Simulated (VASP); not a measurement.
# CaSe (Fm-3m) in VASP: further runs, part 2 of 2

VASP 6.6.1. The steps go on from the part before.

## Step 5: Relaxation of cell and atoms, PBEsol, target pressure 4 GPa, at which the enthalpy is minimised

This run uses another cell than the first one, of 25.27 Å³/atom, 1.019 times its volume.

Contents of INCAR:

```
PREC = Accurate
ENCUT = 600
EDIFF = 1E-6
ISMEAR = 0
SIGMA = 0.01
LREAL = F
LASPH = T
NELM = 60
ALGO = Normal
ISIF = 3
LWAVE = F
LCHARG = F
GGA = PS
IBRION = 2
NSW = 100
EDIFFG = -0.002
PSTRESS = 40.0
```

Contents of KPOINTS:

```
Automatic mesh
0
Gamma
  8 8 8
```

Contents of POSCAR:

```
CaSe
1.0
    0.0000000000      2.9344500931      2.9344500931
    2.9344500931      0.0000000000      2.9344500931
    2.9344500931      2.9344500931      0.0000000000
Ca Se
1 1
Direct
    0.0000000000      0.0000000000      0.0000000000
    0.5000000000      0.5000000000      0.5000000000
```

Potentials or basis: VASP PAW PBE potentials, release 64 (Ca_sv, Se).

Launch:

```sh
$ cat potpaw_PBE.64/Ca_sv/POTCAR potpaw_PBE.64/Se/POTCAR > POTCAR
$ mpirun -np 1 vasp_std > vasp.out
```

OUTCAR:

```text
PREC = Accurate
   ENCUT = 600
   EDIFF = 1E-6
   ISMEAR = 0
   LREAL = F
   LASPH = T
   NELM = 60
   ISIF = 3
   GGA = PS
   IBRION = 2
   NSW = 100
   EDIFFG = -0.002
   PSTRESS = 40.0

 ion  position               nearest neighbor table
   1  0.000  0.000  0.000-   2 2.93   2 2.93   2 2.93   2 2.93   2 2.93   2 2.93
   2  0.500  0.500  0.500-   1 2.93   1 2.93   1 2.93   1 2.93   1 2.93   1 2.93

  LATTYP: Found a face centered cubic cell.
 ALAT       =     5.8689001862

  Lattice vectors:

 A1 = (   0.0000000000,   2.9344500931,   2.9344500931)
 A2 = (   2.9344500931,   0.0000000000,   2.9344500931)
 A3 = (   2.9344500931,   2.9344500931,   0.0000000000)

Analysis of symmetry for initial positions (statically):
=====================================================================
 Subroutine PRICEL returns:
 Original cell was already a primitive cell.

 Routine SETGRP: Setting up the symmetry group for a
 face centered cubic supercell.

 Subroutine GETGRP returns: Found 48 space group operations
 (whereof 48 operations were pure point group operations)
 out of a pool of 48 trial point group operations.

The static configuration has the point symmetry O_h .

Analysis of symmetry for dynamics (positions and initial velocities):
=====================================================================
 Subroutine PRICEL returns:
 Original cell was already a primitive cell.

 Routine SETGRP: Setting up the symmetry group for a
 face centered cubic supercell.

 Subroutine GETGRP returns: Found 48 space group operations
 (whereof 48 operations were pure point group operations)
 out of a pool of 48 trial point group operations.

The dynamic configuration has the point symmetry O_h .

 Subroutine INISYM returns: Found 48 space group operations
 (whereof 48 operations are pure point group operations),
 and found     1 'primitive' translations

----------------------------------------------------------------------------------------

                                     Primitive cell

  volume of cell :      50.5371

  direct lattice vectors                    reciprocal lattice vectors
     0.000000000  2.934450093  2.934450093    -0.170389676  0.170389676  0.170389676
     2.934450093  0.000000000  2.934450093     0.170389676 -0.170389676  0.170389676
     2.934450093  2.934450093  0.000000000     0.170389676  0.170389676 -0.170389676

  length of vectors
     4.149939120  4.149939120  4.149939120     0.295123576  0.295123576  0.295123576

  position of ions in fractional coordinates (direct lattice)
     0.000000000  0.000000000  0.000000000
     0.500000000  0.500000000  0.500000000

  ion indices of the primitive-cell ions
   primitive index   ion index
                 1           1
                 2           2

----------------------------------------------------------------------------------------

 KPOINTS: Automatic mesh

Automatic generation of k-mesh.
 Grid dimensions read from file:
 generate k-points for:    8    8    8

 Generating k-lattice:

[... 48 lines left out ...]
   ions per type =               1   1
   NGX,Y,Z   is equivalent  to a cutoff of  14.42, 14.42, 14.42 a.u.
   NGXF,Y,Z  is equivalent  to a cutoff of  28.84, 28.84, 28.84 a.u.
 SYSTEM =  unknown system
   PREC   = accura    normal or accurate (medium, high low for compatibility)
   ISTART =      0    job   : 0-new  1-cont  2-samecut
   ICHARG =      2    charge: 1-file 2-atom 10-const
   ISPIN  =      1    spin polarized calculation?
   LNONCOLLINEAR =      F non collinear calculations
   LSORBIT =      F    spin-orbit coupling
   LASPH  =      T    aspherical Exc in radial PAW
   ENCUT  =  600.0 eV  44.10 Ry    6.64 a.u.   8.29  8.29  8.29*2*pi/ulx,y,z
   NELM   =     60;   NELMIN=  2; NELMDL= -5     # of ELM steps
   EDIFF  = 0.1E-05   stopping-criterion for ELM
   LREAL  =      F    real-space projection
   EDIFFG = -.2E-02   stopping-criterion for IOM
   NSW    =    100    number of steps for IOM
   IBRION =      2    ionic relax: 0-MD 1-quasi-New 2-CG
   NFREE  =      1    steps in history (QN), initial steepest desc. (CG)
   ISIF   =      3    stress and relaxation
   ISYM   =      2    0-nonsym 1-usesym 2-fastsym
   POTIM  = 0.5000    time-step for ionic-motion
   TEBEG  =    0.0;   TEEND  =   0.0 temperature during run
   PSTRESS=   40.0 pullay stress
   NELECT =      16.0000    total number of electrons
   NUPDOWN=      -1.0000    fix difference up-down
   EMIN   =  10.00;   EMAX   =-10.00  energy-range for DOS
   EFERMI =   0.00;   METHOD = LEGACY
   ISMEAR =     0;   SIGMA  =   0.01  broadening in eV -4-tet -1-fermi 0-gaus
   EFERMI_NEDOS =   21; number of points for ismear=-14 and -15
   IALGO  =     38    algorithm
   IMIX   =      4    mixing-type and parameters
     AMIX     =   0.40;   BMIX     =  1.00
     AMIX_MAG =   1.60;   BMIX_MAG =  1.00
  volume/ion in A,a.u.               =      25.27       170.52
  Fermi-wavevector in a.u.,A,eV,Ry     =   1.115779  2.108516 16.938740  1.244962
  Thomas-Fermi vector in A             =   2.252387
   LORBIT       =      0    0 simple, 1 ext, 2 COOP (PROOUT), +10 PAW based schemes
   GGA     = PS    functional components
   LHFCALC =     F    Hartree Fock is set to
   AEXX    =    0.0000 exact exchange contribution
   IVDW    =     0    specifies the selected vdW correction
   LEPSILON=     F    determine dielectric tensor
   LRPA    =     F    only Hartree local field effects (RPA)
 conjugate gradient relaxation of ions
 non-spin polarized calculation
 Gauss-broadening in eV      SIGMA  =   0.01
  energy-cutoff  :      600.00
  volume of cell :       50.54
 maximum number of plane-waves:      1708
 NGX is ok and might be reduce to    36
   NGX = 17   NGY = 17   NGZ = 17

--------------------------------------- Ionic step        1  -------------------------------------------

 number of electron      16.0000000 magnetization

 Free energy of the ion-electron system (eV)
  ---------------------------------------------------
  ext. energy  EPLUGINS =         0.00000000
  ---------------------------------------------------
  free energy    TOTEN  =       -10.07447624 eV

  energy without entropy =      -10.07447624  energy(sigma->0) =      -10.07447624

------------------------ aborting loop because EDIFF is reached ----------------------------------------

  FORCE on cell =-STRESS in cart. coord.  units (eV):
  Direction    XX          YY          ZZ          XY          YZ          ZX
  --------------------------------------------------------------------------------------
  -------------------------------------------------------------------------------------
  Total        0.0674290      0.0674290      0.0674290      0.0000000     -0.0000000      0.0000000
  in kB        2.1377026      2.1377026      2.1377026      0.0000000     -0.0000000      0.0000000
  external PRESSURE =     -37.8622974 kB  Pullay stress =      40.0000000 kB
[... 63 lines left out ...]
--------------------------------------- Ionic step        3  -------------------------------------------

 number of electron      16.0000001 magnetization

 Free energy of the ion-electron system (eV)
  ---------------------------------------------------
  ext. energy  EPLUGINS =         0.00000000
  ---------------------------------------------------
  free energy    TOTEN  =       -10.03579065 eV

  energy without entropy =      -10.03579065  energy(sigma->0) =      -10.03579065

 E-fermi :   3.0748     XC(G=0):  -9.7014

 val. band max:        2.9732285184   @ k =   0.0000   0.0000   0.0000
 cond. band min:       4.6588688030   @ k =   0.5000   0.5000   0.0000
 fundamental gap:      1.6856402845
 Fermi energy:         3.0747697419

 k-point     1 :       0.0000    0.0000    0.0000
  band No.  band energies     occupation
      1     -36.3222      2.00000
      2     -17.4148      2.00000
      3     -17.4148      2.00000
      4     -17.4148      2.00000
      5      -9.1747      2.00000
      6       2.9732      2.00000
      7       2.9732      2.00000
      8       2.9732      2.00000
      9       6.5603      0.00000
     10       6.5603      0.00000
     11       6.5603      0.00000
     12       6.6414      0.00000
[... 331 lines left out ...]
 k-point    24 :      -0.3750    0.2500    0.1250
  band No.  band energies     occupation
      1     -36.3089      2.00000
      2     -17.5604      2.00000
      3     -17.4644      2.00000
      4     -17.4398      2.00000
      5      -8.3159      2.00000
      6      -0.2032      2.00000
      7       1.1122      2.00000
      8       1.5374      2.00000
      9       7.4653      0.00000
     10       7.7758      0.00000
     11       8.9085      0.00000
     12       9.2750      0.00000

 [... further k-points ...]

------------------------ aborting loop because EDIFF is reached ----------------------------------------

  FORCE on cell =-STRESS in cart. coord.  units (eV):
  Direction    XX          YY          ZZ          XY          YZ          ZX
  --------------------------------------------------------------------------------------
  -------------------------------------------------------------------------------------
  Total        1.1863136      1.1863136      1.1863136      0.0000000      0.0000000     -0.0000000
  in kB       40.0553117     40.0553117     40.0553117      0.0000000      0.0000000     -0.0000000
  external PRESSURE =       0.0553117 kB  Pullay stress =      40.0000000 kB
[... 21 lines left out ...]
  energy  without entropy=      -10.0357906512  energy(sigma->0) =      -10.03579065

  enthalpy is  TOTEN    =        -8.8511152020 eV   P V=        1.1846754491

 reached required accuracy - stopping structural energy minimisation
```

OSZICAR:

```text
N       E                     dE             d eps       ncg     rms          rms(c)
DAV:   1     0.116042263224E+03    0.11604E+03   -0.84225E+03   696   0.139E+03
DAV:   2    -0.448931156681E+01   -0.12053E+03   -0.11600E+03   792   0.298E+02
DAV:   3    -0.992625850007E+01   -0.54369E+01   -0.53786E+01   932   0.600E+01
[... 24 lines left out ...]
DAV:   3    -0.100353535741E+02    0.13233E-01   -0.73135E-02  1172   0.249E+00    0.259E-01
DAV:   4    -0.100353342445E+02    0.19330E-04   -0.21775E-03   844   0.622E-01    0.136E-01
DAV:   5    -0.100358061314E+02   -0.47189E-03   -0.86179E-04  1168   0.292E-01    0.220E-02
DAV:   6    -0.100357875100E+02    0.18621E-04   -0.91392E-05   844   0.114E-01    0.170E-02
DAV:   7    -0.100357908212E+02   -0.33112E-05   -0.10130E-05  1244   0.175E-02    0.391E-03
DAV:   8    -0.100357906512E+02    0.17007E-06   -0.34649E-07   524   0.588E-03
   3 F= -.88511152E+01 E0= -.88511152E+01  d E =-.383491E-01
```

CONTCAR:

```text
CaSe
   1.00000000000000
    -0.0000000000000000    2.8734699599200835    2.8734699599200835
     2.8734699599200835   -0.0000000000000000    2.8734699599200835
     2.8734699599200835    2.8734699599200835    0.0000000000000000
  Ca              Se
     1     1
Direct
     0.0000000000000000    0.0000000000000000    0.0000000000000000
     0.5000000000000000    0.5000000000000000    0.5000000000000000

  0.00000000E+00  0.00000000E+00  0.00000000E+00
  0.00000000E+00  0.00000000E+00  0.00000000E+00
```

Run time: 53 s. Hardware: 1 thread of Intel Xeon 6975P-C, shared host; peak memory 0.22 GiB.

Results:

- Free energy: -10.0358 eV
- Relaxed volume: 23.73 Å³/atom
- Relaxed cell: a = 4.064 Å, b = 4.064 Å, c = 4.064 Å, α = 60.00°, β = 60.00°, γ = 60.00°
- Space group after relaxing (to 0.05 Å): Fm-3m (No. 225)
- Energy change on relaxing (the enthalpy is what falls): +19.3 meV/atom
- Ionic steps: 3
- Pressure after relaxing: 4.0 GPa
- Band gap on the k mesh: 1.69 eV, indirect (least direct gap 2.72 eV)

Step by step:
```tsv
step	energy change (eV)	largest force (eV/Å)	pressure (GPa)	volume (Å³)
1	0.0000	0.0000	0.21	50.54
2	0.0738	0.0000	5.77	46.29
3	0.0387	0.0000	4.01	47.45
```

Final structure:
```
Ca Se
1.0
     0.00000    2.87347    2.87347
     2.87347    0.00000    2.87347
     2.87347    2.87347    0.00000
Ca Se
1 1
Direct
  0.00000 0.00000 0.00000
  0.50000 0.50000 0.50000
```

Caveat: the cell is relaxed towards a set pressure, so the enthalpy falls and the energy may rise; the PAW data sets were made with another functional, which shifts forces and pressure a little.

## Step 6: Relaxation of cell and atoms, PBEsol, target pressure 7 GPa, at which the enthalpy is minimised

This run uses another cell than the first one, of 25.27 Å³/atom, 1.019 times its volume.

Contents of INCAR:

```
SYSTEM = CaSe
PREC = Accurate
ENCUT = 600
EDIFF = 1E-7
ISMEAR = 0
SIGMA = 0.01
LREAL = .False.
LASPH = .True.
NELM = 80
ALGO = Normal
ISIF = 3
LWAVE = .False.
LCHARG = .False.
GGA = PS
IBRION = 2
NSW = 100
EDIFFG = -0.002
PSTRESS = 70.0
```

Contents of KPOINTS:

```
Automatic mesh
0
Gamma
  8 8 8
  0 0 0
```

POSCAR is that of step 5.

Potentials or basis: VASP PAW PBE potentials, release 64 (Ca_sv, Se).

Launch:

```sh
$ cat potpaw_PBE.64/Ca_sv/POTCAR potpaw_PBE.64/Se/POTCAR > POTCAR
$ mpirun -np 1 vasp_std > vasp.out
```

Wall time 86 s (1 thread of Intel Xeon 6975P-C, shared host); peak memory 0.22 GiB.

Results (log left out):

| Property | Result |
| --- | --- |
| Free energy | -9.9713 eV |
| Relaxed volume | 22.78 Å³/atom |
| Relaxed cell | a = 4.009 Å, b = 4.009 Å, c = 4.009 Å, α = 60.00°, β = 60.00°, γ = 60.00° |
| Space group after relaxing (to 0.05 Å) | Fm-3m (No. 225) |
| Energy change on relaxing (the enthalpy is what falls) | +51.6 meV/atom |
| Ionic steps | 6 |
| Pressure after relaxing | 7.0 GPa |
| Band gap on the k mesh | 1.55 eV, indirect (least direct gap 2.62 eV) |

The path:
| step | energy change (eV) | largest force (eV/Å) | pressure (GPa) | volume (Å³) |
| --- | --- | --- | --- | --- |
| 1 | 0.0000 | 0.0000 | 0.21 | 50.54 |
| 2 | 0.2460 | 0.0000 | 11.87 | 43.10 |
| 3 | 0.1027 | 0.0000 | 6.98 | 45.57 |
| 4 | 0.1069 | 0.0000 | 7.15 | 45.47 |
| 5 | 0.1012 | 0.0000 | 6.92 | 45.60 |
| 6 | 0.1032 | 0.0000 | 7.00 | 45.56 |

Final structure:
```cif
data_structure
_symmetry_space_group_name_H-M 'P 1'
_symmetry_Int_Tables_number 1
_cell_length_a 4.0089
_cell_length_b 4.0089
_cell_length_c 4.0089
_cell_angle_alpha 60.000
_cell_angle_beta 60.000
_cell_angle_gamma 60.000
_cell_volume 45.56
loop_
_atom_site_label
_atom_site_type_symbol
_atom_site_fract_x
_atom_site_fract_y
_atom_site_fract_z
_atom_site_occupancy
Ca1 Ca 0.00000 0.00000 0.00000 1
Se1 Se 0.50000 0.50000 0.50000 1
```

Levels at points of the mesh, in eV from the valence-band top:
| k point | band 4 | band 5 | band 6 | band 7 | band 8 | band 9 | band 10 | band 11 | band 12 |
| --- | --- | --- | --- | --- | --- | --- | --- | --- | --- |
| (0.00, 0.00, 0.00) | -20.29 | -12.31 | 0.00 | 0.00 | 0.00 | 3.54 | 3.54 | 3.54 | 3.91 |
| (0.50, 0.00, 0.00) | -20.31 | -11.31 | -3.86 | -1.52 | -1.52 | 4.57 | 5.77 | 5.77 | 5.78 |
| (0.50, 0.50, 0.00) | -20.35 | -11.57 | -2.89 | -1.07 | -1.07 | 1.55 | 5.22 | 5.51 | 6.43 |

Caveat: the cell is relaxed towards a set pressure, so the enthalpy falls and the energy may rise; the PAW data sets were made with another functional, which shifts forces and pressure a little. A k mesh can miss the band edges.

## Step 7: The runs side by side

| task | cell | cutoff (eV) | gap on the mesh (eV) | pressure (GPa) |
| --- | --- | --- | --- | --- |
| single point | a = 4.124 Å, angles 60.0°, 2 atoms | 520 | 1.82 | 1.2 |
| relaxation of cell and atoms | relaxed to 1 GPa from a = 4.150 Å, angles 60.0°, 2 atoms | 600 | 1.83 | 1.0 |
| relaxation of cell and atoms | relaxed to 2 GPa from a = 4.150 Å, angles 60.0°, 2 atoms | 600 | 1.78 | 2.0 |
| relaxation of cell and atoms | relaxed to 4 GPa from a = 4.150 Å, angles 60.0°, 2 atoms | 600 | 1.69 | 4.0 |
| relaxation of cell and atoms | relaxed to 7 GPa from a = 4.150 Å, angles 60.0°, 2 atoms | 600 | 1.55 | 7.0 |

Alike in all rows: level PBEsol; potentials or basis VASP PAW PBE potentials, release 64 (Ca_sv, Se); no spin polarisation; k mesh 8 × 8 × 8; smearing gaussian 0.01 eV.

Caveats: the PAW data sets were made with another functional, which shifts forces and pressure a little; the cell is relaxed towards a set pressure, so the enthalpy falls and the energy may rise (some runs).

Absolute energies hang on the potentials; compare differences alone.
